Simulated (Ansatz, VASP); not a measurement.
## One calculation of MoH3, two programs

```
H Mo
1.0
     0.00000    2.25851    2.25851
     2.25851    0.00000    2.25851
     2.25851    2.25851    0.00000
H Mo
3 1
Direct
  0.25000 0.25000 0.25000
  0.75000 0.75000 0.75000
  0.50000 0.50000 0.50000
  0.00000 0.00000 0.00000
```

Change from the starting cell: species swapped into the Li3In type (Fm-3m, No. 225).

Alike in both runs: functional PBE; k mesh 18 × 18 × 18; occupations gaussian, width 0.1 eV; no spin polarisation.

Ansatz relaxed the structure, and its values are those at the end. VASP's run is a single point on that final structure, the one shown.

```csv
,VASP,Ansatz
version,VASP 6.6.1,Ansatz 0.2.0
potentials or method,"VASP PAW PBE potentials, release 64 (H, Mo_sv), cutoff 520 eV","scalar-relativistic, plane waves, PAW"
valence electrons in the cell,17,17
```

```csv
,VASP,Ansatz,Ansatz less VASP
gap on the k mesh at the Fermi level (eV),none,none,-
pressure (GPa),0.1,0.0,-0.10
```

A gap of «none» marks a metal or a gap that the smearing closes.
